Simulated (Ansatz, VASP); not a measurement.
# One calculation of TaAs, two programs

```
CELL_PARAMETERS angstrom
-1.73145 1.73145 5.86719
1.73145 -1.73145 5.86719
1.73145 1.73145 -5.86719
ATOMIC_POSITIONS crystal
Ta 0.50017 0.00017 0.50000
Ta 0.75017 0.75017 0.00000
As 0.08242 0.58242 0.50000
As 0.33242 0.33242 0.00000
```

Alike in both runs: functional PBE; k mesh 18 × 18 × 18; occupations gaussian, width 0.1 eV; no spin polarisation.

Ansatz relaxed the structure, and its values are those at the end. VASP's run is a single point on that final structure, the one shown.

```csv
,VASP,Ansatz
version,VASP 6.6.1,Ansatz 0.2.0
potentials or method,"VASP PAW PBE potentials, release 64 (Ta_pv, As), cutoff 520 eV","scalar-relativistic, plane waves, PAW"
valence electrons in the cell,32,56
```

|  | VASP | Ansatz | Ansatz less VASP |
| --- | --- | --- | --- |
| gap on the k mesh at the Fermi level (eV) | none | none | - |
| pressure (GPa) | 0.4 | 0.0 | -0.44 |

A gap of «none» marks a metal or a gap that the smearing closes. The functional is the same, so the differences come from potentials, cutoffs and numerics. VASP's potentials hold 32 valence electrons a cell and Ansatz's 56, so a difference there can come from the potentials and not from the codes.

Neither program's run includes spin-orbit coupling.
